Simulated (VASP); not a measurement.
# Re (I4/mmm) in VASP: single point with r2SCAN

Aim: the single point of Re with r2SCAN.

All numbers are computed with VASP 6.6.1; they aren't measurements. Logs are shortened: lines on timing, memory, paths and dates and some standing lists are left out, and cuts for length are marked.

## 1. The cell of the first run

It takes space group I4/mmm (No. 139, tetragonal). The conventional cell has a = 2.709 Å, b = 2.709 Å, c = 3.891 Å, α = 90.00°, β = 90.00°, γ = 90.00°. Re (site symmetry 4/mmm) has 12 Re at 2.71 to 2.73 Å within 3.6 Å.

## 2. Single point, r2SCAN (strain -0.030 along x and y, -0.015 along z)

The input, POSCAR:

```
Re
1.0
    0.0000000000      1.9157500000      1.9453750000
    1.9157500000      0.0000000000      1.9453750000
    1.9157500000      1.9157500000      0.0000000000
Re
1
Direct
    0.0000000000      0.0000000000      0.0000000000
```

The input, INCAR.step1:

```
SYSTEM = Re
PREC = Accurate
ENCUT = 520
ISMEAR = 0
SIGMA = 0.15
LREAL = .False.
LASPH = .True.
NELM = 60
NBANDS = 10
GGA = PE
ALGO = Normal
EDIFF = 1E-4
LWAVE = .True.
LCHARG = .False.
```

The input, INCAR.step2:

```
SYSTEM = Re
PREC = Accurate
ENCUT = 520
EDIFF = 1E-7
ISMEAR = 0
SIGMA = 0.15
LREAL = .False.
LASPH = .True.
NELM = 60
ALGO = Normal
ISIF = 2
LWAVE = .False.
LCHARG = .False.
METAGGA = R2SCAN
LMIXTAU = .True.
NBANDS = 10
ISTART = 1
```

The input, KPOINTS:

```
regular mesh
0
Gamma
  20 20 20
  0 0 0
```

Potentials or basis: VASP PAW PBE potentials, release 64 (Re).

Run with:

```console
> cat potpaw_PBE.64/Re/POTCAR > POTCAR
> cp INCAR.step1 INCAR
> mpirun -np 1 vasp_std > vasp.out
> cp INCAR.step2 INCAR
> mpirun -np 1 vasp_std > vasp.out
```

OUTCAR:

```text
SYSTEM = Re
   PREC = Accurate
   ENCUT = 520
   EDIFF = 1E-7
   ISMEAR = 0
   LREAL = .False.
   LASPH = .True.
   NELM = 60
   ISIF = 2
   METAGGA = R2SCAN
   ISTART = 1

 ion  position               nearest neighbor table
   1  0.000  0.000  0.000-

  LATTYP: Found a body centered tetragonal cell.
 ALAT       =     2.7092796321
 C/A-ratio  =     1.4360828443

  Lattice vectors:

 A1 = (  -1.9157500000,   0.0000000000,   1.9453750000)
 A2 = (   1.9157500000,   0.0000000000,   1.9453750000)
 A3 = (   0.0000000000,   1.9157500000,  -1.9453750000)

Analysis of symmetry for initial positions (statically):
=====================================================================
 Subroutine PRICEL returns:
 Original cell was already a primitive cell.

 Routine SETGRP: Setting up the symmetry group for a
 body centered tetragonal supercell.

 Subroutine GETGRP returns: Found 16 space group operations
 (whereof 16 operations were pure point group operations)
 out of a pool of 16 trial point group operations.

The static configuration has the point symmetry D_4h.

Analysis of symmetry for dynamics (positions and initial velocities):
=====================================================================
 Subroutine PRICEL returns:
 Original cell was already a primitive cell.

 Routine SETGRP: Setting up the symmetry group for a
 body centered tetragonal supercell.

 Subroutine GETGRP returns: Found 16 space group operations
 (whereof 16 operations were pure point group operations)
 out of a pool of 16 trial point group operations.

The dynamic configuration has the point symmetry D_4h.

 Subroutine INISYM returns: Found 16 space group operations
 (whereof 16 operations are pure point group operations),
 and found     1 'primitive' translations

----------------------------------------------------------------------------------------

                                     Primitive cell

  volume of cell :      14.2794

  direct lattice vectors                    reciprocal lattice vectors
     0.000000000  1.915750000  1.945375000    -0.260994389  0.260994389  0.257019855
     1.915750000  0.000000000  1.945375000     0.260994389 -0.260994389  0.257019855
     1.915750000  1.915750000  0.000000000     0.260994389  0.260994389 -0.257019855

  length of vectors
     2.730308033  2.730308033  2.709279632     0.449772551  0.449772551  0.449772551

  position of ions in fractional coordinates (direct lattice)
     0.000000000  0.000000000  0.000000000

  ion indices of the primitive-cell ions
   primitive index   ion index
                 1           1

----------------------------------------------------------------------------------------

 KPOINTS: regular mesh

Automatic generation of k-mesh.
 Grid dimensions read from file:
 generate k-points for:   20   20   20

 Generating k-lattice:

  Cartesian coordinates                     Fractional coordinates (reciprocal lattice)
    -0.013049719  0.013049719  0.012850993     0.050000000  0.000000000  0.000000000
     0.013049719 -0.013049719  0.012850993     0.000000000  0.050000000  0.000000000
     0.013049719  0.013049719 -0.012850993     0.000000000  0.000000000  0.050000000

  Length of vectors
     0.022488628  0.022488628  0.022488628

  Shift w.r.t. Gamma in fractional coordinates (k-lattice)
     0.000000000  0.000000000  0.000000000

 Subroutine IBZKPT returns following result:
 ===========================================

 Found    641 irreducible k-points:

 Following reciprocal coordinates:
            Coordinates               Weight
  0.000000  0.000000  0.000000      1.000000
  0.050000  0.000000  0.000000      8.000000
  0.100000  0.000000  0.000000      8.000000
  0.150000  0.000000  0.000000      8.000000
  0.200000  0.000000  0.000000      8.000000
  0.250000  0.000000  0.000000      8.000000
[... 16 lines left out ...]
 -0.400000  0.050000  0.000000      8.000000
 -0.350000  0.050000  0.000000      8.000000
 [... further k-points ...]
   k-points           NKPTS =    641   k-points in BZ     NKDIM =    641   number of bands    NBANDS=     10
   number of dos      NEDOS =    301   number of ions     NIONS =      1
   total plane-waves  NPLWV =   8000
   dimension x,y,z NGX =    20 NGY =   20 NGZ =   20
   dimension x,y,z NGXF=    40 NGYF=   40 NGZF=   40
   ions per type =               1
   NGX,Y,Z   is equivalent  to a cutoff of  12.18, 12.18, 12.27 a.u.
   NGXF,Y,Z  is equivalent  to a cutoff of  24.36, 24.36, 24.54 a.u.
 SYSTEM =  Re
   PREC   = accura    normal or accurate (medium, high low for compatibility)
   ISTART =      1    job   : 0-new  1-cont  2-samecut
   ICHARG =      0    charge: 1-file 2-atom 10-const
   ISPIN  =      1    spin polarized calculation?
   LNONCOLLINEAR =      F non collinear calculations
   LSORBIT =      F    spin-orbit coupling
   LASPH  =      T    aspherical Exc in radial PAW
   ENCUT  =  520.0 eV  38.22 Ry    6.18 a.u.   5.08  5.08  5.04*2*pi/ulx,y,z
   NELM   =     60;   NELMIN=  2; NELMDL=  0     # of ELM steps
   EDIFF  = 0.1E-06   stopping-criterion for ELM
   LREAL  =      F    real-space projection
   EDIFFG = 0.1E-05   stopping-criterion for IOM
   NSW    =      0    number of steps for IOM
   IBRION =     -1    ionic relax: 0-MD 1-quasi-New 2-CG
   NFREE  =      0    steps in history (QN), initial steepest desc. (CG)
   ISIF   =      2    stress and relaxation
   ISYM   =      2    0-nonsym 1-usesym 2-fastsym
   POTIM  = 0.5000    time-step for ionic-motion
   TEBEG  =    0.0;   TEEND  =   0.0 temperature during run
   PSTRESS=    0.0 pullay stress
   NELECT =       7.0000    total number of electrons
   NUPDOWN=      -1.0000    fix difference up-down
   EMIN   =  10.00;   EMAX   =-10.00  energy-range for DOS
   EFERMI =   0.00;   METHOD = LEGACY
   ISMEAR =     0;   SIGMA  =   0.15  broadening in eV -4-tet -1-fermi 0-gaus
   EFERMI_NEDOS =   21; number of points for ismear=-14 and -15
   IALGO  =     38    algorithm
   IMIX   =      4    mixing-type and parameters
     AMIX     =   0.40;   BMIX     =  1.00
     AMIX_MAG =   1.60;   BMIX_MAG =  1.00
  volume/ion in A,a.u.               =      14.28        96.36
  Fermi-wavevector in a.u.,A,eV,Ry     =   1.290834  2.439323 22.670753  1.666253
  Thomas-Fermi vector in A             =   2.422641
   LORBIT       =      0    0 simple, 1 ext, 2 COOP (PROOUT), +10 PAW based schemes
   METAGGA = R2SCAN    functional components
   LHFCALC =     F    Hartree Fock is set to
   AEXX    =    0.0000 exact exchange contribution
   IVDW    =     0    specifies the selected vdW correction
   LEPSILON=     F    determine dielectric tensor
   LRPA    =     F    only Hartree local field effects (RPA)
 non-spin polarized calculation
 Gauss-broadening in eV      SIGMA  =   0.15
  energy-cutoff  :      520.00
  volume of cell :       14.28
 maximum number of plane-waves:       394
   NGX = 11   NGY = 11   NGZ =  9

 number of electron       7.0000001 magnetization

 Free energy of the ion-electron system (eV)
  ---------------------------------------------------
  ext. energy  EPLUGINS =         0.00000000
  ---------------------------------------------------
  free energy    TOTEN  =       -52.37480177 eV

  energy without entropy =      -52.36641186  energy(sigma->0) =      -52.37060682

 E-fermi :   8.4007     XC(G=0): -15.1802

 val. band max:        8.3998155525   @ k =   0.3000   0.1000   0.2000
 cond. band min:       8.4014984624   @ k =  -0.2000   0.2500   0.1000
 fundamental gap:      0.0016829099
 Fermi energy:         8.4007438605

 k-point     1 :       0.0000    0.0000    0.0000
  band No.  band energies     occupation
      1      -2.4981      2.00000
      2       6.0848      2.00000
      3       6.3345      2.00000
      4       6.3345      2.00000
      5       9.6357      0.00000
      6       9.9769      0.00000
      7      22.8995      0.00000
      8      28.7838      0.00000
      9      29.3857      0.00000
     10      29.3857      0.00000

 k-point     2 :       0.0500    0.0000    0.0000
  band No.  band energies     occupation
      1      -2.3713      2.00000
      2       6.0765      2.00000
      3       6.3121      2.00000
      4       6.3948      2.00000
      5       9.5890      0.00000
      6       9.9221      0.00000
      7      23.1497      0.00000
      8      28.4128      0.00000
      9      29.2788      0.00000
     10      29.6192      0.00000

 k-point     3 :       0.1000    0.0000    0.0000
  band No.  band energies     occupation
      1      -2.0026      2.00000
      2       5.9016      2.00000
      3       6.4080      2.00000
      4       6.5587      2.00000
      5       9.4806      0.00000
      6       9.7877      0.00000
      7      23.8438      0.00000
      8      27.1516      0.00000
      9      29.8840      0.00000
     10      30.3012      0.00000

 k-point     4 :       0.1500    0.0000    0.0000
  band No.  band energies     occupation
      1      -1.4298      2.00000
      2       5.6130      2.00000
      3       6.5892      2.00000
      4       6.7684      2.00000
      5       9.4045      0.00000
      6       9.6626      0.00000
      7      24.6621      0.00000
      8      26.0259      0.00000
      9      30.9373      0.00000
     10      31.3814      0.00000
[... 222 lines left out ...]
 k-point    22 :      -0.4500    0.0500    0.0000
  band No.  band energies     occupation
      1       1.0164      2.00000
      2       5.8419      2.00000
      3       6.3079      2.00000
      4       8.1353      1.98767
      5      12.2182      0.00000
      6      12.9305      0.00000
      7      19.3826      0.00000
      8      22.7655      0.00000
      9      29.5983      0.00000
     10      30.3353      0.00000

 k-point    23 :      -0.4000    0.0500    0.0000
  band No.  band energies     occupation
      1       1.0200      2.00000
      2       5.9646      2.00000
      3       6.3912      2.00000
      4       7.4496      2.00000
      5      11.6944      0.00000
      6      12.6311      0.00000
      7      20.0956      0.00000
      8      23.4221      0.00000
      9      30.0967      0.00000
     10      31.4049      0.00000

 k-point    24 :      -0.3500    0.0500    0.0000
  band No.  band energies     occupation
      1       0.9698      2.00000
      2       6.1528      2.00000
      3       6.5276      2.00000
      4       6.5508      2.00000
      5      10.9996      0.00000
      6      12.0432      0.00000
      7      20.9987      0.00000
      8      24.6666      0.00000
      9      31.1688      0.00000
     10      33.0157      0.00000

 [... further k-points ...]
[... 5 lines left out ...]
  --------------------------------------------------------------------------------------
  -------------------------------------------------------------------------------------
  Total        1.3686342      1.3686342      0.9165060      0.0000000     -0.0000000      0.0000000
  in kB      153.5631427    153.5631427    102.8335681      0.0000000     -0.0000000      0.0000000
  external PRESSURE =     136.6532845 kB  Pullay stress =       0.0000000 kB

 VOLUME and BASIS-vectors are now :
 -----------------------------------------------------------------------------
  energy-cutoff  :      520.00
  volume of cell :       14.28
      direct lattice vectors                 reciprocal lattice vectors
     0.000000000  1.915750000  1.945375000    -0.260994389  0.260994389  0.257019855
     1.915750000  0.000000000  1.945375000     0.260994389 -0.260994389  0.257019855
     1.915750000  1.915750000  0.000000000     0.260994389  0.260994389 -0.257019855

 POSITION                                       TOTAL-FORCE (eV/Angst)
 -----------------------------------------------------------------------------------
      0.00000      0.00000      0.00000        -0.000000      0.000000      0.000000
 -----------------------------------------------------------------------------------
    total drift:                                0.000000      0.000000      0.000000

  FREE ENERGIE OF THE ION-ELECTRON SYSTEM (eV)
  ---------------------------------------------------
  free  energy   TOTEN  =       -52.3748017730 eV

  energy  without entropy=      -52.3664118647  energy(sigma->0) =      -52.37060682
```

Wall time 2.5 min (1 thread of Intel Xeon 6975P-C (Granite Rapids), shared host); peak memory 0.21 GiB.

What came out:

```yaml
Free_energy: -52.3748 eV
Pressure: 13.7 GPa
```

Levels at points of the mesh, in eV from the Fermi level:
```tsv
k point	band 2	band 3	band 4	band 5	band 6	band 7
(0.00, 0.00, 0.00)	-2.32	-2.07	-2.07	1.23	1.58	14.50
(0.50, 0.00, 0.00)	-2.46	-2.20	0.13	4.04	4.18	10.91
(0.50, 0.50, 0.00)	-6.57	2.71	4.14	4.86	4.86	13.32
(0.50, 0.00, 0.50)	-6.60	3.06	4.10	4.75	5.00	12.90
```

Caveat: the cell differs from its parent crystal (strain -0.030 along x and y, -0.015 along z); the PAW data sets were made with another functional, which shifts forces and pressure a little; spin-orbit coupling is left out, which moves the levels of the heavy elements.
